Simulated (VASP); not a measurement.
A run of VASP 6.6.1 is set up as follows.

INCAR

```
PREC = Accurate
ENCUT = 600
EDIFF = 1E-6
ISMEAR = 0
SIGMA = 0.05
LREAL = False
LASPH = True
NELM = 100
ALGO = Normal
ISIF = 3
LWAVE = False
LCHARG = False
GGA = PS
IBRION = 2
NSW = 80
EDIFFG = -0.01
```

Contents of KPOINTS:

```
regular mesh
0
Gamma
  10 10 10
```

POSCAR

```
HfN
1.0
    1.5536740549     -4.1056392492      0.0000000000
    1.5536740549      4.1056392492      0.0000000000
    0.0000000000      0.0000000000      3.0618574182
Hf N
2 2
Direct
    0.8547500000      0.1452500000      0.2500000000
    0.1452500000      0.8547500000      0.7500000000
    0.5640000000      0.4360000000      0.2500000000
    0.4360000000      0.5640000000      0.7500000000
```

Potentials or basis: VASP PAW PBE potentials, release 64 (Hf_pv, N).

Launch:

```console
$ cat potpaw_PBE.64/Hf_pv/POTCAR potpaw_PBE.64/N/POTCAR > POTCAR
$ mpirun -np 1 vasp_std > vasp.out
```

(1) What does it give for the relaxed volume?

(2) Predict the band gap on the k mesh.

(3) Estimate the relaxed cell.

Answers

(1) 12.82 Å³/atom.

(2) zero (band 15 reaches 9.88 eV, above the bottom of band 16 at 4.89 eV).

(3) a = 5.524 Å, b = 5.524 Å, c = 3.080 Å, α = 90.00°, β = 90.00°, γ = 146.93°.

Caveat: the volume moved by over 15 % at a fixed basis, so the end points are rough; the PAW data sets were made with another functional, which shifts forces and pressure a little; spin-orbit coupling is left out, which moves the levels of the heavy elements.
